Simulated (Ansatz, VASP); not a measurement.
W in VASP and in Ansatz

The input INCAR:

```
SYSTEM = W
PREC = Accurate
ENCUT = 520
EDIFF = 1E-6
ISMEAR = -1
SIGMA = 0.05
LREAL = .False.
LASPH = .True.
NELM = 80
ALGO = Normal
ISIF = 2
LWAVE = .False.
LCHARG = .False.
GGA = PS
NBANDS = 21
```

File KPOINTS:

```
regular mesh
0
Gamma
  12 12 7
  0 0 0
```

The input POSCAR:

```
W
1.0
    2.8445100090      0.0000000000      0.0000000000
   -1.4222550045      2.4634179291      0.0000000000
    0.0000000000      0.0000000000      4.6081062146
W
2
Direct
    0.3333333333      0.6666666667      0.2500000000
    0.6666666667      0.3333333333      0.7500000000
```

Input for Ansatz:

```yaml
crystal:
  lattice:
    - [2.844510009, 0.0, 0.0]
    - [-1.4222550045, 2.4634179291, 0.0]
    - [0.0, 0.0, 4.6081062146]
  atoms:
    - { symbol: W, position: [0.3333333333, 0.6666666667, 0.25] }
    - { symbol: W, position: [0.6666666667, 0.3333333333, 0.75] }
kpoints:
  mp_grid: { grid: [12, 12, 7] }
scf:
  occupations: { method: fermi_dirac, width: 0.05 }
hamiltonian:
  xc: pbesol
  pseudopotentials: { kind: all_electron, lapw: { basis_error: 0.001 } }
output:
  forces: true
  stress: true
  eigenvalues: true
  populations: true
```

Alike in both runs: task single point; functional PBEsol; k mesh 12 × 12 × 7; occupations fermi-dirac, width 0.05 eV; no spin polarisation.

```csv
,VASP,Ansatz
version,VASP 6.6.1,Ansatz 0.2.0
potentials or method,"VASP PAW PBE potentials, release 64 (W_sv), cutoff 520 eV","all-electron LAPW, scalar-relativistic"
```

Ansatz gave:

```
pressure (GPa)                                                : -3.6
traceless stress, the component that is largest in VASP (GPa) : 8.77
```

Task: What did VASP give for the same quantities?

Result: Pressure (GPa): -3.0; traceless stress, the component that is largest in VASP (GPa): 8.99.

VASP's potentials were made for PBE, not for PBEsol. Ansatz ran all-electron here, and VASP with PAW potentials.

Spin-orbit coupling is off throughout.
